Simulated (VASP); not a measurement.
# HF in VASP: further runs, part 3 of 3

VASP 6.6.1. The steps go on from the part before.

## (5) Single point, PBE+D3(BJ)

Contents of INCAR:

```
  PREC = Accurate
  ENCUT = 520
  EDIFF = 1E-7
  ISMEAR = -1
  SIGMA = 0.02
  LREAL = Auto
  LASPH = T
  NELM = 60
  ALGO = Normal
  ISIF = 2
  LWAVE = F
  LCHARG = F
  GGA = PE
  IVDW = 12
  NBANDS = 56
```

Contents of KPOINTS:

```
regular mesh
0
Gamma
  1 1 1
```

Contents of POSCAR:

```
HF
1.0
    6.4792240000      0.0000000000      0.0000000000
    0.0000000000      6.4792240000      0.0000000000
    0.0000000000      0.0000000000      6.4792240000
F H
10 10
Direct
    0.2583334054      0.5949786579      0.8181072301
    0.6010750670      0.4757977190      0.7297015815
    0.8303617841      0.7171229147     -0.0961534900
    0.4784060560      0.1834941962      0.4035359790
    0.4121635554      0.2272957379      1.0281941171
    0.4947197380      0.8259013734      1.0242893285
    0.0604239026      0.1868587967      0.8568927390
    0.6935398437      0.9073926137      0.5408981076
    0.9403440906      0.0231972224      0.1698814549
    1.1005175928      0.9552224155      0.6020782736
    0.3947540631      0.5568876767      0.7465708856
    0.7019976466      0.5582921659      0.7943389517
    0.7210277033      0.7789976084     -0.0158506636
    0.4370122101      0.1910259624      0.2552157481
    0.2789068567      0.1862877406      0.9740672648
    0.3882100696      0.7327883710      0.9498668359
    0.1022962009      0.1131616996      0.7214752878
    0.5906108509      1.0092412301      0.4921114010
    0.9663039895      0.0721228345      0.0277811047
    0.9507002690      0.9426128808      0.5876012313
```

Potentials or basis: VASP PAW PBE potentials, release 64 (F, H).

Started as:

```sh
$ cat potpaw_PBE.64/F/POTCAR potpaw_PBE.64/H/POTCAR > POTCAR
$ mpirun -np 1 vasp_gam > vasp.out
```

OUTCAR:

```text
PREC = Accurate
   ENCUT = 520
   EDIFF = 1E-7
   ISMEAR = -1
   LREAL = Auto
   LASPH = T
   NELM = 60
   ISIF = 2
   GGA = PE
   IVDW = 12
 IVDW          = 12

 ion  position               nearest neighbor table
   1  0.258  0.595  0.818-  11 1.03
   2  0.601  0.476  0.730-  12 0.94
   3  0.830  0.717  0.904-  13 0.97
   4  0.478  0.183  0.404-  14 1.00
   5  0.412  0.227  0.028-  15 0.97
   6  0.495  0.826  0.024-  16 1.04
   7  0.060  0.187  0.857-  17 1.04
   8  0.694  0.907  0.541-  18 0.99
   9  0.940  0.023  0.170-  19 0.99
  10  0.101  0.955  0.602-  20 0.98  17 1.28
  11  0.395  0.557  0.747-   1 1.03
  12  0.702  0.558  0.794-   2 0.94
  13  0.721  0.779  0.984-   3 0.97
  14  0.437  0.191  0.255-   4 1.00
  15  0.279  0.186  0.974-   5 0.97
  16  0.388  0.733  0.950-   6 1.04
  17  0.102  0.113  0.721-   7 1.04  10 1.28
  18  0.591  0.009  0.492-   8 0.99
  19  0.966  0.072  0.028-   9 0.99
  20  0.951  0.943  0.588-  10 0.98

  LATTYP: Found a simple cubic cell.
 ALAT       =     6.4792240000

  Lattice vectors:

 A1 = (   6.4792240000,   0.0000000000,   0.0000000000)
 A2 = (   0.0000000000,   6.4792240000,   0.0000000000)
 A3 = (   0.0000000000,   0.0000000000,   6.4792240000)

Analysis of symmetry for initial positions (statically):
=====================================================================
 Subroutine PRICEL returns:
 Original cell was already a primitive cell.

 Routine SETGRP: Setting up the symmetry group for a
 simple cubic supercell.

 Subroutine GETGRP returns: Found  1 space group operations
 (whereof  1 operations were pure point group operations)
 out of a pool of 48 trial point group operations.

The static configuration has the point symmetry C_1 .

Analysis of symmetry for dynamics (positions and initial velocities):
=====================================================================
 Subroutine PRICEL returns:
 Original cell was already a primitive cell.

 Routine SETGRP: Setting up the symmetry group for a
 simple cubic supercell.

 Subroutine GETGRP returns: Found  1 space group operations
 (whereof  1 operations were pure point group operations)
 out of a pool of 48 trial point group operations.

The dynamic configuration has the point symmetry C_1 .

 Subroutine INISYM returns: Found  1 space group operations
 (whereof  1 operations are pure point group operations),
 and found     1 'primitive' translations

----------------------------------------------------------------------------------------

                                     Primitive cell

  volume of cell :     272.0001

  direct lattice vectors                    reciprocal lattice vectors
     6.479224000  0.000000000  0.000000000     0.154339470  0.000000000  0.000000000
     0.000000000  6.479224000  0.000000000     0.000000000  0.154339470  0.000000000
     0.000000000  0.000000000  6.479224000     0.000000000  0.000000000  0.154339470

  length of vectors
     6.479224000  6.479224000  6.479224000     0.154339470  0.154339470  0.154339470

  position of ions in fractional coordinates (direct lattice)
     0.258333405  0.594978658  0.818107230
     0.601075067  0.475797719  0.729701582
     0.830361784  0.717122915  0.903846510
     0.478406056  0.183494196  0.403535979
     0.412163555  0.227295738  0.028194117
     0.494719738  0.825901373  0.024289329
[... 12 lines left out ...]
     0.966303989  0.072122834  0.027781105
     0.950700269  0.942612881  0.587601231

  ion indices of the primitive-cell ions
   primitive index   ion index
                 1           1
                 2           2
                 3           3
                 4           4
                 5           5
                 6           6
[... 12 lines left out ...]
                19          19
                20          20

----------------------------------------------------------------------------------------

 KPOINTS: regular mesh

Automatic generation of k-mesh.
 Grid dimensions read from file:
 generate k-points for:    1    1    1

 Generating k-lattice:

  Cartesian coordinates                     Fractional coordinates (reciprocal lattice)
     0.154339470  0.000000000  0.000000000     1.000000000  0.000000000  0.000000000
     0.000000000  0.154339470  0.000000000     0.000000000  1.000000000  0.000000000
     0.000000000  0.000000000  0.154339470     0.000000000  0.000000000  1.000000000

  Length of vectors
     0.154339470  0.154339470  0.154339470

  Shift w.r.t. Gamma in fractional coordinates (k-lattice)
     0.000000000  0.000000000  0.000000000

 Subroutine IBZKPT returns following result:
 ===========================================

 Found      1 irreducible k-points:

 Following reciprocal coordinates:
            Coordinates               Weight
  0.000000  0.000000  0.000000      1.000000
   k-points           NKPTS =      1   k-points in BZ     NKDIM =      1   number of bands    NBANDS=     56
   number of dos      NEDOS =    301   number of ions     NIONS =     20
   total plane-waves  NPLWV = 110592
   dimension x,y,z NGX =    48 NGY =   48 NGZ =   48
   dimension x,y,z NGXF=    96 NGYF=   96 NGZF=   96
   ions per type =              10  10
   NGX,Y,Z   is equivalent  to a cutoff of  12.32, 12.32, 12.32 a.u.
   NGXF,Y,Z  is equivalent  to a cutoff of  24.63, 24.63, 24.63 a.u.
 SYSTEM =  unknown system
   PREC   = accura    normal or accurate (medium, high low for compatibility)
   ISTART =      0    job   : 0-new  1-cont  2-samecut
   ICHARG =      2    charge: 1-file 2-atom 10-const
   ISPIN  =      1    spin polarized calculation?
   LNONCOLLINEAR =      F non collinear calculations
   LSORBIT =      F    spin-orbit coupling
   LASPH  =      T    aspherical Exc in radial PAW
   ENCUT  =  520.0 eV  38.22 Ry    6.18 a.u.  12.05 12.05 12.05*2*pi/ulx,y,z
   NELM   =     60;   NELMIN=  2; NELMDL= -5     # of ELM steps
   EDIFF  = 0.1E-06   stopping-criterion for ELM
   LREAL  =      T    real-space projection
   EDIFFG = 0.1E-05   stopping-criterion for IOM
   NSW    =      0    number of steps for IOM
   IBRION =     -1    ionic relax: 0-MD 1-quasi-New 2-CG
   NFREE  =      0    steps in history (QN), initial steepest desc. (CG)
   ISIF   =      2    stress and relaxation
   ISYM   =      2    0-nonsym 1-usesym 2-fastsym
   POTIM  = 0.5000    time-step for ionic-motion
   TEBEG  =    0.0;   TEEND  =   0.0 temperature during run
   PSTRESS=    0.0 pullay stress
   NELECT =      80.0000    total number of electrons
   NUPDOWN=      -1.0000    fix difference up-down
   EMIN   =  10.00;   EMAX   =-10.00  energy-range for DOS
   EFERMI =   0.00;   METHOD = LEGACY
   ISMEAR =    -1;   SIGMA  =   0.02  broadening in eV -4-tet -1-fermi 0-gaus
   EFERMI_NEDOS =   21; number of points for ismear=-14 and -15
   IALGO  =     38    algorithm
   IMIX   =      4    mixing-type and parameters
     AMIX     =   0.40;   BMIX     =  1.00
     AMIX_MAG =   1.60;   BMIX_MAG =  1.00
  volume/ion in A,a.u.               =      13.60        91.78
  Fermi-wavevector in a.u.,A,eV,Ry     =   1.088717  2.057378 16.127062  1.185306
  Thomas-Fermi vector in A             =   2.224905
   LORBIT       =      0    0 simple, 1 ext, 2 COOP (PROOUT), +10 PAW based schemes
   GGA     = PE    functional components
   LHFCALC =     F    Hartree Fock is set to
   AEXX    =    0.0000 exact exchange contribution
   IVDW    =    12    specifies the selected vdW correction
   LEPSILON=     F    determine dielectric tensor
   LRPA    =     F    only Hartree local field effects (RPA)
 non-spin polarized calculation
  energy-cutoff  :      520.00
  volume of cell :      272.00
 maximum number of plane-waves:      3625
   NGX = 25   NGY = 25   NGZ = 25

 number of electron      79.9999998 magnetization

 Free energy of the ion-electron system (eV)
  ---------------------------------------------------
  ext. energy  EPLUGINS =         0.00000000
  ---------------------------------------------------
  free energy    TOTEN  =       -81.72476129 eV

  energy without entropy =      -81.72476129  energy(sigma->0) =      -81.72476129

 E-fermi :  -5.2829     XC(G=0):  -6.2326

 val. band max:       -5.8738692388   @ k =   0.0000   0.0000   0.0000
 cond. band min:       0.7288947738   @ k =   0.0000   0.0000   0.0000
 fundamental gap:      6.6027640126
 Fermi energy:        -5.2828830461

 k-point     1 :       0.0000    0.0000    0.0000
  band No.  band energies     occupation
      1     -29.1001      2.00000
      2     -28.3030      2.00000
      3     -28.0455      2.00000
      4     -27.7026      2.00000
      5     -27.5161      2.00000
      6     -27.3311      2.00000
[... 44 lines left out ...]
     51       6.7888      0.00000
     52       7.0666      0.00000
 [bands above 52 left out]

------------------------ aborting loop because EDIFF is reached ----------------------------------------

 Edisp (eV)   -0.48286

 E8    (eV) :    -0.0979

  FORCE on cell =-STRESS in cart. coord.  units (eV):
  Direction    XX          YY          ZZ          XY          YZ          ZX
  --------------------------------------------------------------------------------------
  -------------------------------------------------------------------------------------
  Total      -1.85647     2.40206     0.64349    -0.04625     1.50830    -0.66670
  in kB     -10.93529    14.14898     3.79040    -0.27244     8.88445    -3.92711
  external pressure =        2.33 kB  Pullay stress =        0.00 kB

 VOLUME and BASIS-vectors are now :
 -----------------------------------------------------------------------------
  energy-cutoff  :      520.00
  volume of cell :      272.00
      direct lattice vectors                 reciprocal lattice vectors
     6.479224000  0.000000000  0.000000000     0.154339470  0.000000000  0.000000000
     0.000000000  6.479224000  0.000000000     0.000000000  0.154339470  0.000000000
     0.000000000  0.000000000  6.479224000     0.000000000  0.000000000  0.154339470

 POSITION                                       TOTAL-FORCE (eV/Angst)
 -----------------------------------------------------------------------------------
      1.67380      3.85500      5.30070         1.360619      0.299029     -0.432173
      3.89450      3.08280      4.72790        -1.229126     -1.190651     -1.166215
      5.38010      4.64640      5.85622         0.635829     -0.434542     -0.200843
      3.09970      1.18890      2.61460        -0.477210      0.099505     -0.471335
      2.67050      1.47270      0.18268        -0.167080     -0.042294      0.341942
      3.20540      5.35120      0.15738        -1.251185     -0.880471     -0.436078
[... 12 lines left out ...]
      6.26090      0.46730      0.18000        -0.223318     -0.328397      1.278741
      6.15980      6.10740      3.80720        -0.258215     -0.366952     -0.483370
 -----------------------------------------------------------------------------------
    total drift:                               -0.003506     -0.003704     -0.002926

  FREE ENERGIE OF THE ION-ELECTRON SYSTEM (eV)
  ---------------------------------------------------
  free  energy   TOTEN  =       -82.2076255754 eV

  energy  without entropy=      -82.2076255754  energy(sigma->0) =      -82.20762558
```

Wall time 17 s (1 thread of AMD EPYC 9R45 (Zen 5), shared host); peak memory 0.26 GiB.

Results:

```
Free energy                : -82.2076 eV
Pressure                   : 0.2 GPa
Largest force              : 2.071 eV/Å
Band gap on the k mesh     : 6.60 eV
Dispersion energy per atom : -0.024 eV
```

Forces in eV/Å, atoms in the order of the input:
```
F    1.361  0.299 -0.432
F   -1.229 -1.191 -1.166
F    0.636 -0.435 -0.201
F   -0.477  0.100 -0.471
F   -0.167 -0.042  0.342
F   -1.251 -0.880 -0.436
F    0.593  0.792 -0.189
F    0.106  0.067  0.217
F   -0.012  0.220 -0.703
F   -0.332 -0.202 -0.725
H   -0.902 -0.232  0.600
H    1.357  1.174  0.729
H   -0.473  0.210  0.149
H    0.388 -0.084  0.432
H    0.010  0.383  0.030
H    0.666  0.757  0.700
H   -0.379 -0.223  0.565
H    0.589 -0.017 -0.235
H   -0.223 -0.328  1.279
H   -0.258 -0.367 -0.483
```

Levels at points of the mesh, in eV from the valence-band top:
| k point | band 37 | band 38 | band 39 | band 40 | band 41 | band 42 | band 43 | band 44 |
| --- | --- | --- | --- | --- | --- | --- | --- | --- |
| (0.00, 0.00, 0.00) | -0.90 | -0.70 | -0.08 | 0.00 | 6.60 | 9.84 | 10.15 | 10.36 |

Caveat: the k points lie up to 0.97 Å⁻¹ apart.

## (6) Single point, PBE+D3(BJ)

Contents of INCAR:

```
PREC = Accurate
ENCUT = 520
EDIFF = 1E-6
ISMEAR = -1
SIGMA = 0.02
LREAL = Auto
LASPH = T
NELM = 80
ALGO = Normal
ISIF = 2
LWAVE = F
LCHARG = F
GGA = PE
IVDW = 12
NBANDS = 56
```

Contents of KPOINTS:

```
Automatic mesh
0
Gamma
  1 1 1
```

Contents of POSCAR:

```
HF
1.0
    6.4792240000      0.0000000000      0.0000000000
    0.0000000000      6.4792240000      0.0000000000
    0.0000000000      0.0000000000      6.4792240000
F H
10 10
Direct
    0.2628401179      0.6285320588      0.8297444262
    0.6150582230      0.4575702275      0.7200553647
    0.8909863280      0.6929996555     -0.0823555413
    0.4499921596      0.1342290373      0.4304990845
    0.4437414110      0.2606021956      1.0507585476
    0.5276249131      0.8396221523      1.0590620111
    0.0728019281      0.2321265633      0.8427398096
    0.6715927710      0.8632052233      0.5402498818
    0.8567383995      0.0386003015      0.1966593530
    1.0463135709      0.9768762432      0.5409135415
    0.3695349937      0.5350949435      0.7929498965
    0.7247472846      0.5645120465      0.7324333902
    0.7830721704      0.7473425830      0.0037504491
    0.4408706969      0.1876767959      0.2899266949
    0.3241900573      0.2682265654      0.9644673498
    0.4331537233      0.7432525870      1.0224989906
    0.0624457497      0.1322071902      0.7277877721
    0.5730778871      0.9666126684      0.5008007132
    0.9259596520      0.1031605019      0.0827259561
    0.9218542220      0.8913721767      0.5193986193
```

Potentials or basis: VASP PAW PBE potentials, release 64 (F, H).

Started as:

```sh
$ cat potpaw_PBE.64/F/POTCAR potpaw_PBE.64/H/POTCAR > POTCAR
$ mpirun -np 1 vasp_gam > vasp.out
```

OUTCAR:

```text
PREC = Accurate
   ENCUT = 520
   EDIFF = 1E-6
   ISMEAR = -1
   LREAL = Auto
   LASPH = T
   NELM = 80
   ISIF = 2
   GGA = PE
   IVDW = 12
 IVDW          = 12

 ion  position               nearest neighbor table
   1  0.263  0.629  0.830-  11 0.95
   2  0.615  0.458  0.720-  12 1.00
   3  0.891  0.693  0.918-  13 0.96
   4  0.450  0.134  0.430-  14 0.98
   5  0.444  0.261  0.051-  15 0.96
[... 282 lines left out ...]
  -------------------------------------------------------------------------------------
  Total       0.00578     1.03002    -1.46944    -0.50669    -0.21917     0.34023
  in kB       0.03402     6.06719    -8.65555    -2.98459    -1.29101     2.00408
  external pressure =       -0.85 kB  Pullay stress =        0.00 kB

 VOLUME and BASIS-vectors are now :
 -----------------------------------------------------------------------------
  energy-cutoff  :      520.00
  volume of cell :      272.00
      direct lattice vectors                 reciprocal lattice vectors
     6.479224000  0.000000000  0.000000000     0.154339470  0.000000000  0.000000000
     0.000000000  6.479224000  0.000000000     0.000000000  0.154339470  0.000000000
     0.000000000  0.000000000  6.479224000     0.000000000  0.000000000  0.154339470

 POSITION                                       TOTAL-FORCE (eV/Angst)
 -----------------------------------------------------------------------------------
      1.70300      4.07240      5.37610         0.112812      0.040537      0.365456
      3.98510      2.96470      4.66540         1.020847      1.046590     -0.072813
      5.77290      4.49010      5.94562        -0.570051      0.019490      0.057809
      2.91560      0.86970      2.78930        -0.518273      0.669233     -0.359142
      2.87510      1.68850      0.32888        -0.149248      0.203800      0.207701
      3.41860      5.44010      0.38268         2.020448      1.564532      0.885766
[... 12 lines left out ...]
      5.99950      0.66840      0.53600        -0.290072     -0.182293      0.406288
      5.97290      5.77540      3.36530         0.361242      1.099275      0.291170
 -----------------------------------------------------------------------------------
    total drift:                               -0.004053      0.000717      0.000621

  FREE ENERGIE OF THE ION-ELECTRON SYSTEM (eV)
  ---------------------------------------------------
  free  energy   TOTEN  =       -82.0283660260 eV

  energy  without entropy=      -82.0283660259  energy(sigma->0) =      -82.02836603
```

stdout:

```text
POSCAR found type information on POSCAR F H
 POSCAR found :  2 types and      20 ions
 scaLAPACK will be used
 LDA part: xc-table for (Slater+PW92), standard interpolation
 POSCAR, INCAR and KPOINTS ok, starting setup
 FFT: planning ... GRIDC
 FFT: planning ... GRID_SOFT
 FFT: planning ... GRID
 WAVECAR not read
 entering main loop
```

Wall time 14 s (1 thread of AMD EPYC 9R45 (Zen 5), shared host); peak memory 0.26 GiB.

Results:

```
Free energy                : -82.0284 eV
Pressure                   : -0.1 GPa
Largest force              : 2.951 eV/Å
Band gap on the k mesh     : 6.74 eV
Dispersion energy per atom : -0.024 eV
```

Forces on the atoms (eV/Å):
```
F    0.113  0.041  0.365
F    1.021  1.047 -0.073
F   -0.570  0.019  0.058
F   -0.518  0.669 -0.359
F   -0.149  0.204  0.208
F    2.020  1.565  0.886
F    0.165 -0.546 -0.108
F    0.776 -1.194  0.520
F    0.374  0.461 -0.868
F   -0.279 -0.539  0.290
H    0.590  0.052 -0.560
H   -1.080 -1.073  0.225
H    0.045  0.151 -0.122
H    0.180 -0.380  0.173
H   -0.311 -0.316  0.116
H   -2.160 -1.743 -1.003
H   -0.064  0.067  0.080
H   -0.224  0.600 -0.527
H   -0.290 -0.182  0.406
H    0.361  1.099  0.291
```

Caveat: the k points lie up to 0.97 Å⁻¹ apart.
